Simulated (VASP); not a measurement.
# SiGe (P6_3mc) in VASP: further runs, part 2 of 2

VASP 6.6.1. Earlier steps stand in the parts before.

## (3) Single point, r2SCAN

The input, POSCAR:

```
SiGe
1.0
    3.9043776432      0.0000000000      0.0000000000
   -1.9521888216      3.3812902250      0.0000000000
    0.0000000000      0.0000000000      6.4536796672
Si Ge
2 2
Direct
    0.6666666667      0.3333333333      0.8744661519
    0.3333333333      0.6666666667      0.3744661519
    0.6666666667      0.3333333333      0.5005328481
    0.3333333333      0.6666666667      0.0005328481
```

The input, INCAR.step1:

```
PREC = Accurate
ENCUT = 520
ISMEAR = 0
SIGMA = 0.02
LREAL = False
LASPH = True
NELM = 60
NBANDS = 26
GGA = PE
ALGO = Normal
EDIFF = 1E-4
LWAVE = True
LCHARG = False
```

The input, INCAR.step2:

```
PREC = Accurate
ENCUT = 520
EDIFF = 1E-7
ISMEAR = 0
SIGMA = 0.02
LREAL = False
LASPH = True
NELM = 60
ALGO = Normal
ISIF = 2
LWAVE = False
LCHARG = False
METAGGA = R2SCAN
LMIXTAU = True
NBANDS = 26
ISTART = 1
```

The input, KPOINTS:

```
regular mesh
0
Gamma
  12 12 4
```

Potentials or basis: VASP PAW PBE potentials, release 64 (Si, Ge_d).

Command:

```console
> cat potpaw_PBE.64/Si/POTCAR potpaw_PBE.64/Ge_d/POTCAR > POTCAR
> cp INCAR.step1 INCAR
> mpirun -np 1 vasp_std > vasp.out
> cp INCAR.step2 INCAR
> mpirun -np 1 vasp_std > vasp.out
```

OUTCAR:

```text
PREC = Accurate
   ENCUT = 520
   EDIFF = 1E-7
   ISMEAR = 0
   LREAL = False
   LASPH = True
   NELM = 60
   ISIF = 2
   METAGGA = R2SCAN
   ISTART = 1

 ion  position               nearest neighbor table
   1  0.667  0.333  0.874-   4 2.40   4 2.40   4 2.40   3 2.41
   2  0.333  0.667  0.374-   3 2.40   3 2.40   3 2.40   4 2.41
   3  0.667  0.333  0.501-   2 2.40   2 2.40   2 2.40   1 2.41
   4  0.333  0.667  0.001-   1 2.40   1 2.40   1 2.40   2 2.41

  LATTYP: Found a hexagonal cell.
[... 897 lines left out ...]
  FORCE on cell =-STRESS in cart. coord.  units (eV):
  Direction    XX          YY          ZZ          XY          YZ          ZX
  --------------------------------------------------------------------------------------
  -------------------------------------------------------------------------------------
  Total       -0.0326111     -0.0326111     -0.0203347      0.0000000     -0.0000000      0.0000000
  in kB       -0.6132464     -0.6132464     -0.3823906      0.0000000     -0.0000000      0.0000000
  external PRESSURE =      -0.5362944 kB  Pullay stress =       0.0000000 kB

 VOLUME and BASIS-vectors are now :
 -----------------------------------------------------------------------------
  energy-cutoff  :      520.00
  volume of cell :       85.20
      direct lattice vectors                 reciprocal lattice vectors
     3.904377643  0.000000000  0.000000000     0.256122766  0.147872548  0.000000000
    -1.952188822  3.381290225  0.000000000     0.000000000  0.295745095  0.000000000
     0.000000000  0.000000000  6.453679667     0.000000000  0.000000000  0.154950362

 POSITION                                       TOTAL-FORCE (eV/Angst)
 -----------------------------------------------------------------------------------
      1.95219      1.12710      5.64352         0.000000     -0.000000     -0.003253
     -0.00000      2.25419      2.41668         0.000000      0.000000     -0.003253
      1.95219      1.12710      3.23028         0.000000      0.000000      0.003253
     -0.00000      2.25419      0.00344        -0.000000     -0.000000      0.003253
 -----------------------------------------------------------------------------------
    total drift:                               -0.000000     -0.000000      0.018388

  FREE ENERGIE OF THE ION-ELECTRON SYSTEM (eV)
  ---------------------------------------------------
  free  energy   TOTEN  =       -45.1759363760 eV

  energy  without entropy=      -45.1759363760  energy(sigma->0) =      -45.17593638
```

OUTCAR.step1:

```text
PREC = Accurate
   ENCUT = 520
   ISMEAR = 0
   LREAL = False
   LASPH = True
[... 927 lines left out ...]
      1.95219      1.12710      5.64352        -0.000000      0.000000      0.000465
     -0.00000      2.25419      2.41668         0.000000      0.000000      0.000465
      1.95219      1.12710      3.23028        -0.000000     -0.000000     -0.000465
     -0.00000      2.25419      0.00344         0.000000      0.000000     -0.000465
 -----------------------------------------------------------------------------------
    total drift:                                0.000000      0.000000      0.003172

  FREE ENERGIE OF THE ION-ELECTRON SYSTEM (eV)
  ---------------------------------------------------
  free  energy   TOTEN  =       -19.7181899411 eV

  energy  without entropy=      -19.7181899410  energy(sigma->0) =      -19.71818994
```

OSZICAR.step1:

```text
N       E                     dE             d eps       ncg     rms          rms(c)
DAV:   1     0.264224404260E+03    0.26422E+03   -0.17638E+04  3422   0.297E+03
DAV:   2     0.229943572756E+02   -0.24123E+03   -0.23225E+03  3020   0.625E+02
DAV:   3    -0.182430382122E+02   -0.41237E+02   -0.40703E+02  3562   0.154E+02
DAV:   4    -0.199395826642E+02   -0.16965E+01   -0.16934E+01  3526   0.344E+01
DAV:   5    -0.199752446502E+02   -0.35662E-01   -0.35653E-01  3670   0.560E+00    0.568E+00
DAV:   6    -0.198008094079E+02    0.17444E+00   -0.87090E-02  3504   0.195E+00    0.340E+00
DAV:   7    -0.197146138266E+02    0.86196E-01   -0.15621E-01  3346   0.234E+00    0.214E-01
DAV:   8    -0.197173820825E+02   -0.27683E-02   -0.14843E-02  3570   0.115E+00    0.106E-01
DAV:   9    -0.197179613367E+02   -0.57925E-03   -0.64950E-04  3088   0.236E-01    0.723E-02
DAV:  10    -0.197181609794E+02   -0.19964E-03   -0.17630E-04  2846   0.755E-02    0.192E-02
DAV:  11    -0.197181899411E+02   -0.28962E-04   -0.41371E-05  2230   0.609E-02
   1 F= -.19718190E+02 E0= -.19718190E+02  d E =-.765878E-11
```

Run time: 15 min. Hardware: 1 thread of Intel Xeon 8259CL, shared host; peak memory 0.28 GiB.

Results:

* Free energy: -45.1759 eV
* Pressure: -0.1 GPa
* Largest force: 0.003 eV/Å
* Band gap on the k mesh: 0.66 eV (least direct gap 0.78 eV)

Forces on the atoms (eV/Å):
```
Si   0.000  0.000 -0.003
Si   0.000  0.000 -0.003
Ge   0.000  0.000  0.003
Ge   0.000  0.000  0.003
```

Levels at points of the mesh, in eV from the valence-band top:
```csv
k point,band 15,band 16,band 17,band 18,band 19,band 20,band 21,band 22
"(0.00, 0.00, 0.00)",-1.66,-0.34,0.00,0.00,0.78,1.91,2.23,2.23
"(0.50, 0.00, 0.00)",-4.92,-3.32,-3.09,-1.61,0.66,2.33,3.54,3.60
"(0.00, 0.00, 0.50)",-1.01,-1.01,-1.01,-1.01,1.58,1.58,3.34,3.34
"(0.50, 0.00, 0.50)",-2.71,-2.71,-2.63,-2.63,0.93,0.93,2.11,2.11
```

Caveat: semilocal functionals underestimate gaps, and a narrow one can read as zero; the PAW data sets were made with another functional, which shifts forces and pressure a little. A k mesh can miss the band edges.
